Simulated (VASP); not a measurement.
# Zr2N (P4_2/mnm) in VASP: single point with r2SCAN

Aim: the single point of Zr2N with r2SCAN.

Program: VASP 6.6.1. These are calculated values, not measurements. Logs are shortened: lines on timing, memory, paths and dates and some standing lists are left out, and cuts for length are marked.

### Step 1. The cell of the first run

It takes space group P4_2/mnm (No. 136, tetragonal). The conventional cell has a = 5.413 Å, b = 5.413 Å, c = 3.308 Å, α = 90.00°, β = 90.00°, γ = 90.00°. Zr (site symmetry m2m) has 3 N at 2.27 Å within 3.0 Å. Within 3.0 Å of N (site symmetry mmm) lie 6 Zr at 2.27 Å.

### Step 2. Single point, r2SCAN

File POSCAR:

```
Zr2N
1.0
    5.4130027300      0.0000000000      0.0000000000
    0.0000000000      5.4130027300      0.0000000000
    0.0000000000      0.0000000000      3.3077891900
Zr N
4 2
Direct
    0.2961254600      0.2961254600      0.0000000000
    0.7038745400      0.7038745400      0.0000000000
    0.7961254600      0.2038745400      0.5000000000
    0.2038745400      0.7961254600      0.5000000000
    0.0000000000      0.0000000000      0.0000000000
    0.5000000000      0.5000000000      0.5000000000
```

File INCAR.step1:

```
SYSTEM = Zr2N
PREC = Accurate
ENCUT = 520
ISMEAR = 1
SIGMA = 0.2
LREAL = .False.
LASPH = .True.
NELM = 80
NBANDS = 38
GGA = PE
ALGO = Normal
EDIFF = 1E-4
LWAVE = .True.
LCHARG = .False.
```

File INCAR.step2:

```
SYSTEM = Zr2N
PREC = Accurate
ENCUT = 520
EDIFF = 1E-6
ISMEAR = 1
SIGMA = 0.2
LREAL = .False.
LASPH = .True.
NELM = 80
ALGO = Normal
ISIF = 2
LWAVE = .False.
LCHARG = .False.
METAGGA = R2SCAN
LMIXTAU = .True.
NBANDS = 38
ISTART = 1
```

File KPOINTS:

```
Automatic mesh
0
Gamma
  8 8 10
  0 0 0
```

Potentials or basis: VASP PAW PBE potentials, release 64 (Zr_sv, N).

Launch:

```console
> cat potpaw_PBE.64/Zr_sv/POTCAR potpaw_PBE.64/N/POTCAR > POTCAR
> cp INCAR.step1 INCAR
> mpirun -np 1 vasp_std > vasp.out
> cp INCAR.step2 INCAR
> mpirun -np 1 vasp_std > vasp.out
```

OUTCAR:

```text
SYSTEM = Zr2N
   PREC = Accurate
   ENCUT = 520
   EDIFF = 1E-6
   ISMEAR = 1
   LREAL = .False.
   LASPH = .True.
   NELM = 80
   ISIF = 2
   METAGGA = R2SCAN
   ISTART = 1

 ion  position               nearest neighbor table
   1  0.296  0.296  0.000-   5 2.27   6 2.27   6 2.27   2 3.12   4 3.21   3 3.21   4 3.21   3 3.21
                             4 3.21   4 3.21   3 3.21   3 3.21   2 3.89   2 3.89
   2  0.704  0.704  0.000-   5 2.27   6 2.27   6 2.27   1 3.12   4 3.21   3 3.21   4 3.21   3 3.21
                             3 3.21   3 3.21   4 3.21   4 3.21   1 3.89   1 3.89
   3  0.796  0.204  0.500-   6 2.27   5 2.27   5 2.27   4 3.12   1 3.21   1 3.21   2 3.21   2 3.21
                             2 3.21   2 3.21   1 3.21   1 3.21   4 3.89   4 3.89
   4  0.204  0.796  0.500-   6 2.27   5 2.27   5 2.27   3 3.12   1 3.21   1 3.21   2 3.21   2 3.21
                             1 3.21   1 3.21   2 3.21   2 3.21   3 3.89   3 3.89
   5  0.000  0.000  0.000-   1 2.27   2 2.27   3 2.27   4 2.27   3 2.27   4 2.27
   6  0.500  0.500  0.500-   3 2.27   4 2.27   1 2.27   2 2.27   1 2.27   2 2.27

  LATTYP: Found a simple tetragonal cell.
 ALAT       =     5.4130027300
 C/A-ratio  =     0.6110821211

  Lattice vectors:

 A1 = (   5.4130027300,   0.0000000000,   0.0000000000)
 A2 = (   0.0000000000,   5.4130027300,   0.0000000000)
 A3 = (   0.0000000000,   0.0000000000,   3.3077891900)

Analysis of symmetry for initial positions (statically):
=====================================================================
 Subroutine PRICEL returns:
 Original cell was already a primitive cell.

 Routine SETGRP: Setting up the symmetry group for a
 simple tetragonal supercell.

 Subroutine GETGRP returns: Found 16 space group operations
 (whereof  8 operations were pure point group operations)
 out of a pool of 16 trial point group operations.

The static configuration has the point symmetry D_2h.
 The point group associated with its full space group is D_4h.

Analysis of symmetry for dynamics (positions and initial velocities):
=====================================================================
 Subroutine PRICEL returns:
 Original cell was already a primitive cell.

 Routine SETGRP: Setting up the symmetry group for a
 simple tetragonal supercell.

 Subroutine GETGRP returns: Found 16 space group operations
 (whereof  8 operations were pure point group operations)
 out of a pool of 16 trial point group operations.

The dynamic configuration has the point symmetry D_2h.
 The point group associated with its full space group is D_4h.

 Subroutine INISYM returns: Found 16 space group operations
 (whereof  8 operations are pure point group operations),
 and found     1 'primitive' translations

----------------------------------------------------------------------------------------

                                     Primitive cell

  volume of cell :      96.9202

  direct lattice vectors                    reciprocal lattice vectors
     5.413002730  0.000000000  0.000000000     0.184740347  0.000000000  0.000000000
     0.000000000  5.413002730  0.000000000     0.000000000  0.184740347  0.000000000
     0.000000000  0.000000000  3.307789190     0.000000000  0.000000000  0.302316727

  length of vectors
     5.413002730  5.413002730  3.307789190     0.184740347  0.184740347  0.302316727

  position of ions in fractional coordinates (direct lattice)
     0.296125460  0.296125460  0.000000000
     0.703874540  0.703874540  0.000000000
     0.796125460  0.203874540  0.500000000
     0.203874540  0.796125460  0.500000000
     0.000000000  0.000000000  0.000000000
     0.500000000  0.500000000  0.500000000

  ion indices of the primitive-cell ions
   primitive index   ion index
                 1           1
                 2           2
                 3           3
                 4           4
                 5           5
                 6           6

----------------------------------------------------------------------------------------

 KPOINTS: Automatic mesh

Automatic generation of k-mesh.
 Grid dimensions read from file:
 generate k-points for:    8    8   10

 Generating k-lattice:

  Cartesian coordinates                     Fractional coordinates (reciprocal lattice)
     0.023092543  0.000000000  0.000000000     0.125000000  0.000000000  0.000000000
     0.000000000  0.023092543  0.000000000     0.000000000  0.125000000  0.000000000
     0.000000000  0.000000000  0.030231673     0.000000000  0.000000000  0.100000000

  Length of vectors
     0.023092543  0.023092543  0.030231673

  Shift w.r.t. Gamma in fractional coordinates (k-lattice)
     0.000000000  0.000000000  0.000000000

 Subroutine IBZKPT returns following result:
 ===========================================

 Found     90 irreducible k-points:

 Following reciprocal coordinates:
            Coordinates               Weight
  0.000000  0.000000  0.000000      1.000000
  0.125000  0.000000  0.000000      4.000000
  0.250000  0.000000  0.000000      4.000000
  0.375000  0.000000  0.000000      4.000000
  0.500000  0.000000  0.000000      2.000000
  0.125000  0.125000  0.000000      4.000000
[... 16 lines left out ...]
  0.375000  0.125000  0.100000     16.000000
  0.500000  0.125000  0.100000      8.000000
 [... further k-points ...]
   k-points           NKPTS =     90   k-points in BZ     NKDIM =     90   number of bands    NBANDS=     38
   number of dos      NEDOS =    301   number of ions     NIONS =      6
   total plane-waves  NPLWV =  44800
   dimension x,y,z NGX =    40 NGY =   40 NGZ =   28
   dimension x,y,z NGXF=    80 NGYF=   80 NGZF=   56
   ions per type =               4   2
   NGX,Y,Z   is equivalent  to a cutoff of  12.28, 12.28, 14.07 a.u.
   NGXF,Y,Z  is equivalent  to a cutoff of  24.57, 24.57, 28.14 a.u.
 SYSTEM =  Zr2N
   PREC   = accura    normal or accurate (medium, high low for compatibility)
   ISTART =      1    job   : 0-new  1-cont  2-samecut
   ICHARG =      0    charge: 1-file 2-atom 10-const
   ISPIN  =      1    spin polarized calculation?
   LNONCOLLINEAR =      F non collinear calculations
   LSORBIT =      F    spin-orbit coupling
   LASPH  =      T    aspherical Exc in radial PAW
   ENCUT  =  520.0 eV  38.22 Ry    6.18 a.u.  10.06 10.06  6.15*2*pi/ulx,y,z
   NELM   =     80;   NELMIN=  2; NELMDL=  0     # of ELM steps
   EDIFF  = 0.1E-05   stopping-criterion for ELM
   LREAL  =      F    real-space projection
   EDIFFG = 0.1E-04   stopping-criterion for IOM
   NSW    =      0    number of steps for IOM
   IBRION =     -1    ionic relax: 0-MD 1-quasi-New 2-CG
   NFREE  =      0    steps in history (QN), initial steepest desc. (CG)
   ISIF   =      2    stress and relaxation
   ISYM   =      2    0-nonsym 1-usesym 2-fastsym
   POTIM  = 0.5000    time-step for ionic-motion
   TEBEG  =    0.0;   TEEND  =   0.0 temperature during run
   PSTRESS=    0.0 pullay stress
   NELECT =      58.0000    total number of electrons
   NUPDOWN=      -1.0000    fix difference up-down
   EMIN   =  10.00;   EMAX   =-10.00  energy-range for DOS
   EFERMI =   0.00;   METHOD = LEGACY
   ISMEAR =     1;   SIGMA  =   0.20  broadening in eV -4-tet -1-fermi 0-gaus
   EFERMI_NEDOS =   21; number of points for ismear=-14 and -15
   IALGO  =     38    algorithm
   IMIX   =      4    mixing-type and parameters
     AMIX     =   0.40;   BMIX     =  1.00
     AMIX_MAG =   1.60;   BMIX_MAG =  1.00
  volume/ion in A,a.u.               =      16.15       109.01
  Fermi-wavevector in a.u.,A,eV,Ry     =   1.379577  2.607023 25.895066  1.903234
  Thomas-Fermi vector in A             =   2.504534
   LORBIT       =      0    0 simple, 1 ext, 2 COOP (PROOUT), +10 PAW based schemes
   METAGGA = R2SCAN    functional components
   LHFCALC =     F    Hartree Fock is set to
   AEXX    =    0.0000 exact exchange contribution
   IVDW    =     0    specifies the selected vdW correction
   LEPSILON=     F    determine dielectric tensor
   LRPA    =     F    only Hartree local field effects (RPA)
 non-spin polarized calculation
 Methfessel and Paxton  Order N= 1 SIGMA  =   0.20
  energy-cutoff  :      520.00
  volume of cell :       96.92
 maximum number of plane-waves:      2636
   NGX = 21   NGY = 21   NGZ = 13

 number of electron      58.0000001 magnetization

 Free energy of the ion-electron system (eV)
  ---------------------------------------------------
  ext. energy  EPLUGINS =         0.00000000
  ---------------------------------------------------
  free energy    TOTEN  =      -117.73893852 eV

  energy without entropy =     -117.74327134  energy(sigma->0) =     -117.74038280

 E-fermi :   9.7632     XC(G=0): -12.5467

 val. band max:        9.7616614911   @ k =   0.3750   0.3750   0.2000
 cond. band min:       9.7633475902   @ k =   0.2500   0.2500   0.3000
 fundamental gap:      0.0016860991
 Fermi energy:         9.7632234315

 k-point     1 :       0.0000    0.0000    0.0000
  band No.  band energies     occupation
      1     -40.7201      2.00000
      2     -40.5747      2.00000
      3     -40.5747      2.00000
      4     -40.5140      2.00000
      5     -18.9454      2.00000
      6     -18.3535      2.00000
[... 30 lines left out ...]
     37      12.7639     -0.00000
     38      12.7712     -0.00000

 k-point     2 :       0.1250    0.0000    0.0000
  band No.  band energies     occupation
      1     -40.7150      2.00000
      2     -40.5811      2.00000
      3     -40.5720      2.00000
      4     -40.5155      2.00000
      5     -18.9180      2.00000
      6     -18.3444      2.00000
[... 30 lines left out ...]
     37      12.7729     -0.00000
     38      13.1039     -0.00000
[... 859 lines left out ...]
     37      13.3325     -0.00000
     38      13.9374      0.00000

 k-point    24 :       0.5000    0.1250    0.1000
  band No.  band energies     occupation
      1     -40.6418      2.00000
      2     -40.6418      2.00000
      3     -40.5435      2.00000
      4     -40.5435      2.00000
      5     -18.5632      2.00000
      6     -18.5632      2.00000
[... 30 lines left out ...]
     37      13.4461     -0.00000
     38      13.4461     -0.00000

 [... further k-points ...]

------------------------ aborting loop because EDIFF is reached ----------------------------------------

  FORCE on cell =-STRESS in cart. coord.  units (eV):
  Direction    XX          YY          ZZ          XY          YZ          ZX
  --------------------------------------------------------------------------------------
  -------------------------------------------------------------------------------------
  Total        0.0952289      0.0952289     -0.3102818      0.0000000      0.0000000      0.0000000
  in kB        1.5742191      1.5742191     -5.1292347      0.0000000      0.0000000      0.0000000
  external PRESSURE =      -0.6602655 kB  Pullay stress =       0.0000000 kB

 VOLUME and BASIS-vectors are now :
 -----------------------------------------------------------------------------
  energy-cutoff  :      520.00
  volume of cell :       96.92
      direct lattice vectors                 reciprocal lattice vectors
     5.413002730  0.000000000  0.000000000     0.184740347  0.000000000  0.000000000
     0.000000000  5.413002730  0.000000000     0.000000000  0.184740347  0.000000000
     0.000000000  0.000000000  3.307789190     0.000000000  0.000000000  0.302316727

 POSITION                                       TOTAL-FORCE (eV/Angst)
 -----------------------------------------------------------------------------------
      1.60293      1.60293      0.00000         0.025656      0.025656     -0.000000
      3.81007      3.81007      0.00000        -0.025656     -0.025656      0.000000
      4.30943      1.10357      1.65389         0.025656     -0.025656      0.000000
      1.10357      4.30943      1.65389        -0.025656      0.025656     -0.000000
      0.00000      0.00000      0.00000        -0.000000      0.000000      0.000000
      2.70650      2.70650      1.65389        -0.000000      0.000000      0.000000
 -----------------------------------------------------------------------------------
    total drift:                                0.000000     -0.000000     -0.000000

  FREE ENERGIE OF THE ION-ELECTRON SYSTEM (eV)
  ---------------------------------------------------
  free  energy   TOTEN  =      -117.7389385238 eV

  energy  without entropy=     -117.7432713435  energy(sigma->0) =     -117.74038280
```

It took 42 min on 1 thread of AMD EPYC 7R13, shared host; peak memory 0.35 GiB.

Results:

```
Free energy            : -117.7389 eV
Pressure               : -0.1 GPa
Largest force          : 0.036 eV/Å
Band gap on the k mesh : zero (bands 29 and 30 overlap by 2.62 eV)
```

Forces in eV/Å, atoms in the order of the input:
```
Zr   0.026  0.026  0.000
Zr  -0.026 -0.026  0.000
Zr   0.026 -0.026  0.000
Zr  -0.026  0.026  0.000
N    0.000  0.000  0.000
N    0.000  0.000  0.000
```

Caveat: the PAW data sets were made with another functional, which shifts forces and pressure a little.
